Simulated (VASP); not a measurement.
Wanted: the native input for a VASP 6.6.1 run.

- Task: single point
- Functional: PBE
- Potentials or basis: VASP PAW PBE potentials, release 64 (Ag, Sn_d, O)
- Cutoff: 520 eV
- k mesh: 6 × 6 × 6
- Occupations: gaussian, width 0.1 eV
- Spin: no spin polarisation
- Dipole correction: no
- Further INCAR settings: LREAL = Auto; ALGO = Normal; EDIFF = 1e-06; NBANDS = 97

The structure of Ag4SnO4 lies in POSCAR:

```
Ag4SnO4
1.0
    0.0000000000      5.6874650734      5.6874650734
    5.6874650734      0.0000000000      5.6874650734
    5.6874650734      5.6874650734      0.0000000000
Ag Sn O
8 2 8
Direct
    0.3659998558      0.3659998558      0.3659998558
    0.3659998558      0.3659998558      0.9020004325
    0.3659998558      0.9020004325      0.3659998558
    0.9020004325      0.3659998558      0.3659998558
    0.8840001442      0.8840001442      0.3479995675
    0.8840001442      0.8840001442      0.8840001442
    0.8840001442      0.3479995675      0.8840001442
    0.3479995675      0.8840001442      0.8840001442
    0.5000000000      0.5000000000      0.5000000000
    0.7500000000      0.7500000000      0.7500000000
    0.0900535177      0.0900535177      0.0900535177
    0.0900535177      0.0900535177      0.7298394469
    0.0900535177      0.7298394469      0.0900535177
    0.7298394469      0.0900535177      0.0900535177
    0.1599464823      0.1599464823      0.5201605531
    0.1599464823      0.1599464823      0.1599464823
    0.1599464823      0.5201605531      0.1599464823
    0.5201605531      0.1599464823      0.1599464823
```

The cell was generated, and may not be a known phase.

One way to write it, as run:

INCAR

```
ALGO = Normal ; EDIFF = 1E-6
ENCUT = 520 ; GGA = PE
ISIF = 2 ; ISMEAR = 0
LASPH = True ; LCHARG = False
LREAL = Auto ; LWAVE = False
NBANDS = 97 ; NELM = 80
PREC = Accurate ; SIGMA = 0.1
```

KPOINTS

```
k-points
0
Gamma
  6 6 6
```

Potentials or basis: VASP PAW PBE potentials, release 64 (Ag, Sn_d, O).

Launch:

```console
$ cat potpaw_PBE.64/Ag/POTCAR potpaw_PBE.64/Sn_d/POTCAR potpaw_PBE.64/O/POTCAR > POTCAR
$ mpirun -np 1 vasp_std > vasp.out
```

Results of the run:

```
Pressure               : 0.1 GPa
Largest force          : 0.283 eV/Å
Band gap on the k mesh : zero (bands 82 and 83 overlap by 0.22 eV)
```

Caveat: semilocal functionals underestimate gaps, and a narrow one can read as zero; spin-orbit coupling is left out, which moves the levels of the heavy elements.

Run time: 10 min on 1 thread of AMD EPYC 9R45 96-Core Processor (Zen 5), with other jobs on the host, peak memory 0.66 GiB.
